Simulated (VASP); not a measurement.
# NaI (F-43m) in VASP: a series of runs

The runs below take NaI through single point, with LDA, PBEsol.

All numbers are computed with VASP 6.6.1; they aren't measurements. Logs are shortened: lines on timing, memory, paths and dates and some standing lists are left out, and cuts for length are marked.

## Step 1: The cell of the first run

Symmetry: F-43m, No. 216, cubic system. The conventional cell has a = 7.086 Å, b = 7.086 Å, c = 7.086 Å, α = 90.00°, β = 90.00°, γ = 90.00°. Na (site symmetry -43m) has 4 I at 3.07 Å within 4.0 Å. I (site symmetry -43m) has 4 Na at 3.07 Å within 4.0 Å.

## Step 2: Single point, LDA

File INCAR:

```
  PREC = Accurate
  ENCUT = 520
  EDIFF = 1E-7
  ISMEAR = 0
  SIGMA = 0.01
  LREAL = F
  LASPH = T
  NELM = 100
  ALGO = Normal
  ISIF = 2
  LWAVE = F
  LCHARG = F
  NBANDS = 14
```

File KPOINTS:

```
regular mesh
0
Gamma
  2 2 2
```

File POSCAR:

```
NaI
1.0
    0.0000000000      3.5431916648      3.5431916648
    3.5431916648      0.0000000000      3.5431916648
    3.5431916648      3.5431916648      0.0000000000
Na I
1 1
Direct
    0.0000000000      0.0000000000      0.0000000000
    0.2500000000      0.2500000000      0.2500000000
```

Potentials or basis: VASP PAW LDA potentials, release 64 (Na_pv, I).

The run is started by

```sh
cat potpaw_LDA.64/Na_pv/POTCAR potpaw_LDA.64/I/POTCAR > POTCAR
mpirun -np 1 vasp_std > vasp.out
```

OUTCAR:

```text
PREC = Accurate
   ENCUT = 520
   EDIFF = 1E-7
   ISMEAR = 0
   LREAL = F
   LASPH = T
   NELM = 100
   ISIF = 2

 ion  position               nearest neighbor table
   1  0.000  0.000  0.000-   2 3.07   2 3.07   2 3.07   2 3.07
   2  0.250  0.250  0.250-   1 3.07   1 3.07   1 3.07   1 3.07

  LATTYP: Found a face centered cubic cell.
 ALAT       =     7.0863833296

  Lattice vectors:

 A1 = (   0.0000000000,   3.5431916648,   3.5431916648)
 A2 = (   3.5431916648,   0.0000000000,   3.5431916648)
 A3 = (   3.5431916648,   3.5431916648,   0.0000000000)

Analysis of symmetry for initial positions (statically):
=====================================================================
 Subroutine PRICEL returns:
 Original cell was already a primitive cell.

 Routine SETGRP: Setting up the symmetry group for a
 face centered cubic supercell.

 Subroutine GETGRP returns: Found 24 space group operations
 (whereof 24 operations were pure point group operations)
 out of a pool of 48 trial point group operations.

The static configuration has the point symmetry T_d .

Analysis of symmetry for dynamics (positions and initial velocities):
=====================================================================
 Subroutine PRICEL returns:
 Original cell was already a primitive cell.

 Routine SETGRP: Setting up the symmetry group for a
 face centered cubic supercell.

 Subroutine GETGRP returns: Found 24 space group operations
 (whereof 24 operations were pure point group operations)
 out of a pool of 48 trial point group operations.

The dynamic configuration has the point symmetry T_d .

 Subroutine INISYM returns: Found 24 space group operations
 (whereof 24 operations are pure point group operations),
 and found     1 'primitive' translations

----------------------------------------------------------------------------------------

                                     Primitive cell

  volume of cell :      88.9639

  direct lattice vectors                    reciprocal lattice vectors
     0.000000000  3.543191665  3.543191665    -0.141115708  0.141115708  0.141115708
     3.543191665  0.000000000  3.543191665     0.141115708 -0.141115708  0.141115708
     3.543191665  3.543191665  0.000000000     0.141115708  0.141115708 -0.141115708

  length of vectors
     5.010829706  5.010829706  5.010829706     0.244419576  0.244419576  0.244419576

  position of ions in fractional coordinates (direct lattice)
     0.000000000  0.000000000  0.000000000
     0.250000000  0.250000000  0.250000000

  ion indices of the primitive-cell ions
   primitive index   ion index
                 1           1
                 2           2

----------------------------------------------------------------------------------------

 KPOINTS: regular mesh

Automatic generation of k-mesh.
 Grid dimensions read from file:
 generate k-points for:    2    2    2

 Generating k-lattice:

  Cartesian coordinates                     Fractional coordinates (reciprocal lattice)
    -0.070557854  0.070557854  0.070557854     0.500000000  0.000000000  0.000000000
     0.070557854 -0.070557854  0.070557854     0.000000000  0.500000000  0.000000000
     0.070557854  0.070557854 -0.070557854     0.000000000  0.000000000  0.500000000

  Length of vectors
     0.122209788  0.122209788  0.122209788

  Shift w.r.t. Gamma in fractional coordinates (k-lattice)
     0.000000000  0.000000000  0.000000000

 Subroutine IBZKPT returns following result:
 ===========================================

 Found      3 irreducible k-points:

 Following reciprocal coordinates:
            Coordinates               Weight
  0.000000  0.000000  0.000000      1.000000
  0.500000  0.000000  0.000000      4.000000
  0.500000  0.500000  0.000000      3.000000
   k-points           NKPTS =      3   k-points in BZ     NKDIM =      3   number of bands    NBANDS=     14
   number of dos      NEDOS =    301   number of ions     NIONS =      2
   total plane-waves  NPLWV =  64000
   dimension x,y,z NGX =    40 NGY =   40 NGZ =   40
   dimension x,y,z NGXF=    80 NGYF=   80 NGZF=   80
   ions per type =               1   1
   NGX,Y,Z   is equivalent  to a cutoff of  13.27, 13.27, 13.27 a.u.
   NGXF,Y,Z  is equivalent  to a cutoff of  26.54, 26.54, 26.54 a.u.
 SYSTEM =  unknown system
   PREC   = accura    normal or accurate (medium, high low for compatibility)
   ISTART =      0    job   : 0-new  1-cont  2-samecut
   ICHARG =      2    charge: 1-file 2-atom 10-const
   ISPIN  =      1    spin polarized calculation?
   LNONCOLLINEAR =      F non collinear calculations
   LSORBIT =      F    spin-orbit coupling
   LASPH  =      T    aspherical Exc in radial PAW
   ENCUT  =  520.0 eV  38.22 Ry    6.18 a.u.   9.32  9.32  9.32*2*pi/ulx,y,z
   NELM   =    100;   NELMIN=  2; NELMDL= -5     # of ELM steps
   EDIFF  = 0.1E-06   stopping-criterion for ELM
   LREAL  =      F    real-space projection
   EDIFFG = 0.1E-05   stopping-criterion for IOM
   NSW    =      0    number of steps for IOM
   IBRION =     -1    ionic relax: 0-MD 1-quasi-New 2-CG
   NFREE  =      0    steps in history (QN), initial steepest desc. (CG)
   ISIF   =      2    stress and relaxation
   ISYM   =      2    0-nonsym 1-usesym 2-fastsym
   POTIM  = 0.5000    time-step for ionic-motion
   TEBEG  =    0.0;   TEEND  =   0.0 temperature during run
   PSTRESS=    0.0 pullay stress
   NELECT =      14.0000    total number of electrons
   NUPDOWN=      -1.0000    fix difference up-down
   EMIN   =  10.00;   EMAX   =-10.00  energy-range for DOS
   EFERMI =   0.00;   METHOD = LEGACY
   ISMEAR =     0;   SIGMA  =   0.01  broadening in eV -4-tet -1-fermi 0-gaus
   EFERMI_NEDOS =   21; number of points for ismear=-14 and -15
   IALGO  =     38    algorithm
   IMIX   =      4    mixing-type and parameters
     AMIX     =   0.40;   BMIX     =  1.00
     AMIX_MAG =   1.60;   BMIX_MAG =  1.00
  volume/ion in A,a.u.               =      44.48       300.18
  Fermi-wavevector in a.u.,A,eV,Ry     =   0.883852  1.670238 10.628794  0.781194
  Thomas-Fermi vector in A             =   2.004674
   LORBIT       =      0    0 simple, 1 ext, 2 COOP (PROOUT), +10 PAW based schemes
   GGA     = CA    functional components
   LHFCALC =     F    Hartree Fock is set to
   AEXX    =    0.0000 exact exchange contribution
   IVDW    =     0    specifies the selected vdW correction
   LEPSILON=     F    determine dielectric tensor
   LRPA    =     F    only Hartree local field effects (RPA)
 non-spin polarized calculation
 Gauss-broadening in eV      SIGMA  =   0.01
  energy-cutoff  :      520.00
  volume of cell :       88.96
 maximum number of plane-waves:      2421
 NGX is ok and might be reduce to    40
   NGX = 19   NGY = 19   NGZ = 19

 number of electron      14.0000006 magnetization

 Free energy of the ion-electron system (eV)
  ---------------------------------------------------
  ext. energy  EPLUGINS =         0.00000000
  ---------------------------------------------------
  free energy    TOTEN  =        -5.57422262 eV

  energy without entropy =       -5.57422262  energy(sigma->0) =       -5.57422262

 E-fermi :  -1.1058     XC(G=0):  -6.8642

 val. band max:       -1.1986206023   @ k =   0.0000   0.0000   0.0000
 cond. band min:       2.2309694008   @ k =   0.0000   0.0000   0.0000
 fundamental gap:      3.4295900031
 Fermi energy:        -1.1057875556

 k-point     1 :       0.0000    0.0000    0.0000
  band No.  band energies     occupation
      1     -23.4094      2.00000
      2     -23.4094      2.00000
      3     -23.4094      2.00000
      4     -11.6690      2.00000
      5      -1.1986      2.00000
      6      -1.1986      2.00000
      7      -1.1986      2.00000
      8       2.2310      0.00000
      9       6.4484      0.00000
     10       6.4484      0.00000
     11       6.4484      0.00000
     12       8.3208      0.00000
     13       8.3208      0.00000
     14       9.3948      0.00000

 k-point     2 :       0.5000    0.0000    0.0000
  band No.  band energies     occupation
      1     -23.4120      2.00000
      2     -23.4097      2.00000
      3     -23.4097      2.00000
      4     -11.5348      2.00000
      5      -2.5021      2.00000
      6      -1.3389      2.00000
      7      -1.3389      2.00000
      8       3.8744      0.00000
      9       6.1567      0.00000
     10       6.2101      0.00000
     11       6.2101      0.00000
     12       8.9578      0.00000
     13       9.9382      0.00000
     14       9.9382      0.00000

 k-point     3 :       0.5000    0.5000    0.0000
  band No.  band energies     occupation
      1     -23.4122      2.00000
      2     -23.4102      2.00000
      3     -23.4102      2.00000
      4     -11.4913      2.00000
      5      -2.4018      2.00000
      6      -1.6204      2.00000
      7      -1.6204      2.00000
      8       3.6384      0.00000
      9       4.7061      0.00000
     10       7.4964      0.00000
     11       8.8749      0.00000
     12       8.8749      0.00000
     13      10.3494      0.00000
     14      10.4581      0.00000

------------------------ aborting loop because EDIFF is reached ----------------------------------------

  FORCE on cell =-STRESS in cart. coord.  units (eV):
  Direction    XX          YY          ZZ          XY          YZ          ZX
  --------------------------------------------------------------------------------------
  -------------------------------------------------------------------------------------
  Total       -0.0499118     -0.0499118     -0.0499118     -0.0000000     -0.0000000      0.0000000
  in kB       -0.8988753     -0.8988753     -0.8988753     -0.0000000     -0.0000000      0.0000000
  external PRESSURE =      -0.8988753 kB  Pullay stress =       0.0000000 kB

 VOLUME and BASIS-vectors are now :
 -----------------------------------------------------------------------------
  energy-cutoff  :      520.00
  volume of cell :       88.96
      direct lattice vectors                 reciprocal lattice vectors
     0.000000000  3.543191665  3.543191665    -0.141115708  0.141115708  0.141115708
     3.543191665  0.000000000  3.543191665     0.141115708 -0.141115708  0.141115708
     3.543191665  3.543191665  0.000000000     0.141115708  0.141115708 -0.141115708

 POSITION                                       TOTAL-FORCE (eV/Angst)
 -----------------------------------------------------------------------------------
      0.00000      0.00000      0.00000        -0.000000     -0.000000     -0.000000
      1.77160      1.77160      1.77160         0.000000      0.000000      0.000000
 -----------------------------------------------------------------------------------
    total drift:                                0.000000      0.000000      0.000000

  FREE ENERGIE OF THE ION-ELECTRON SYSTEM (eV)
  ---------------------------------------------------
  free  energy   TOTEN  =        -5.5742226181 eV

  energy  without entropy=       -5.5742226181  energy(sigma->0) =       -5.57422262
```

Wall time 4 s (1 thread of AMD EPYC 9R45 (Zen 5), shared host); peak memory 0.15 GiB.

What came out:

* Free energy: -5.5742 eV
* Pressure: -0.1 GPa
* Band gap on the k mesh: 3.43 eV, direct

Caveat: the k points lie up to 0.77 Å⁻¹ apart; spin-orbit coupling is left out, which moves the levels of the heavy elements.

## Step 3: Single point, PBEsol

File INCAR:

```
SYSTEM = NaI
PREC = Accurate
ENCUT = 520
EDIFF = 1E-7
ISMEAR = -1
SIGMA = 0.001
LREAL = .False.
LASPH = .True.
NELM = 80
ALGO = Normal
ISIF = 2
LWAVE = .False.
LCHARG = .False.
GGA = PS
NBANDS = 14
```

File KPOINTS:

```
regular mesh
0
Gamma
  4 4 4
  0 0 0
```

POSCAR is that of step 2.

Potentials or basis: VASP PAW PBE potentials, release 64 (Na_pv, I).

The run is started by

```sh
cat potpaw_PBE.64/Na_pv/POTCAR potpaw_PBE.64/I/POTCAR > POTCAR
mpirun -np 1 vasp_std > vasp.out
```

OUTCAR:

```text
SYSTEM = NaI
   PREC = Accurate
   ENCUT = 520
   EDIFF = 1E-7
   ISMEAR = -1
   LREAL = .False.
   LASPH = .True.
   NELM = 80
   ISIF = 2
   GGA = PS

 ion  position               nearest neighbor table
   1  0.000  0.000  0.000-   2 3.07   2 3.07   2 3.07   2 3.07
   2  0.250  0.250  0.250-   1 3.07   1 3.07   1 3.07   1 3.07

  LATTYP: Found a face centered cubic cell.
 ALAT       =     7.0863833296

  Lattice vectors:

 A1 = (   0.0000000000,   3.5431916648,   3.5431916648)
 A2 = (   3.5431916648,   0.0000000000,   3.5431916648)
 A3 = (   3.5431916648,   3.5431916648,   0.0000000000)

Analysis of symmetry for initial positions (statically):
=====================================================================
 Subroutine PRICEL returns:
 Original cell was already a primitive cell.

 Routine SETGRP: Setting up the symmetry group for a
 face centered cubic supercell.

 Subroutine GETGRP returns: Found 24 space group operations
 (whereof 24 operations were pure point group operations)
 out of a pool of 48 trial point group operations.

The static configuration has the point symmetry T_d .

Analysis of symmetry for dynamics (positions and initial velocities):
=====================================================================
 Subroutine PRICEL returns:
 Original cell was already a primitive cell.

 Routine SETGRP: Setting up the symmetry group for a
 face centered cubic supercell.

 Subroutine GETGRP returns: Found 24 space group operations
 (whereof 24 operations were pure point group operations)
 out of a pool of 48 trial point group operations.

The dynamic configuration has the point symmetry T_d .

 Subroutine INISYM returns: Found 24 space group operations
 (whereof 24 operations are pure point group operations),
 and found     1 'primitive' translations

----------------------------------------------------------------------------------------

[... 102 lines left out ...]
   AEXX    =    0.0000 exact exchange contribution
   IVDW    =     0    specifies the selected vdW correction
   LEPSILON=     F    determine dielectric tensor
   LRPA    =     F    only Hartree local field effects (RPA)
 non-spin polarized calculation
  energy-cutoff  :      520.00
  volume of cell :       88.96
 maximum number of plane-waves:      2421
 NGX is ok and might be reduce to    40
   NGX = 19   NGY = 19   NGZ = 19

 number of electron      14.0000001 magnetization

 Free energy of the ion-electron system (eV)
  ---------------------------------------------------
  ext. energy  EPLUGINS =         0.00000000
  ---------------------------------------------------
  free energy    TOTEN  =        -5.49428104 eV

  energy without entropy =       -5.49428104  energy(sigma->0) =       -5.49428104

 E-fermi :  -1.1108     XC(G=0):  -6.5769

 val. band max:       -1.1824083403   @ k =   0.0000   0.0000   0.0000
 cond. band min:       2.5423633145   @ k =   0.0000   0.0000   0.0000
 fundamental gap:      3.7247716547
 Fermi energy:        -1.1108478286

 k-point     1 :       0.0000    0.0000    0.0000
  band No.  band energies     occupation
      1     -23.1118      2.00000
      2     -23.1118      2.00000
      3     -23.1118      2.00000
      4     -11.6455      2.00000
      5      -1.1824      2.00000
      6      -1.1824      2.00000
      7      -1.1824      2.00000
      8       2.5424      0.00000
      9       6.6671      0.00000
     10       6.6671      0.00000
     11       6.6671      0.00000
     12       8.4598      0.00000
     13       8.4598      0.00000
     14       9.7411      0.00000
[... 105 lines left out ...]
      1     -23.1144      2.00000
      2     -23.1129      2.00000
      3     -23.1126      2.00000
      4     -11.4729      2.00000
      5      -2.0565      2.00000
      6      -1.9247      2.00000
      7      -1.6402      2.00000
      8       4.7951      0.00000
      9       6.0788      0.00000
     10       6.3281      0.00000
     11       6.6290      0.00000
     12       9.5325      0.00000
     13      10.0201      0.00000
     14      10.5742      0.00000

------------------------ aborting loop because EDIFF is reached ----------------------------------------

  FORCE on cell =-STRESS in cart. coord.  units (eV):
  Direction    XX          YY          ZZ          XY          YZ          ZX
  --------------------------------------------------------------------------------------
  -------------------------------------------------------------------------------------
  Total       -0.0472384     -0.0472384     -0.0472384     -0.0000000     -0.0000000     -0.0000000
  in kB       -0.8507305     -0.8507305     -0.8507305     -0.0000000     -0.0000000     -0.0000000
  external PRESSURE =      -0.8507305 kB  Pullay stress =       0.0000000 kB

 VOLUME and BASIS-vectors are now :
 -----------------------------------------------------------------------------
  energy-cutoff  :      520.00
  volume of cell :       88.96
      direct lattice vectors                 reciprocal lattice vectors
     0.000000000  3.543191665  3.543191665    -0.141115708  0.141115708  0.141115708
     3.543191665  0.000000000  3.543191665     0.141115708 -0.141115708  0.141115708
     3.543191665  3.543191665  0.000000000     0.141115708  0.141115708 -0.141115708

 POSITION                                       TOTAL-FORCE (eV/Angst)
 -----------------------------------------------------------------------------------
      0.00000      0.00000      0.00000         0.000000      0.000000      0.000000
      1.77160      1.77160      1.77160        -0.000000     -0.000000     -0.000000
 -----------------------------------------------------------------------------------
    total drift:                               -0.000000     -0.000000     -0.000000

  FREE ENERGIE OF THE ION-ELECTRON SYSTEM (eV)
  ---------------------------------------------------
  free  energy   TOTEN  =        -5.4942810367 eV

  energy  without entropy=       -5.4942810367  energy(sigma->0) =       -5.49428104
```

It took 10 s on 1 thread of AMD EPYC 9R45 (Zen 5), shared host; peak memory 0.2 GiB.

What came out:

| Quantity | Value |
| --- | --- |
| Free energy | -5.4943 eV |
| Pressure | -0.1 GPa |
| Band gap on the k mesh | 3.72 eV, direct |

Caveat: the PAW data sets were made with another functional, which shifts forces and pressure a little; spin-orbit coupling is left out, which moves the levels of the heavy elements.

(Continued in part 2 of 2.)
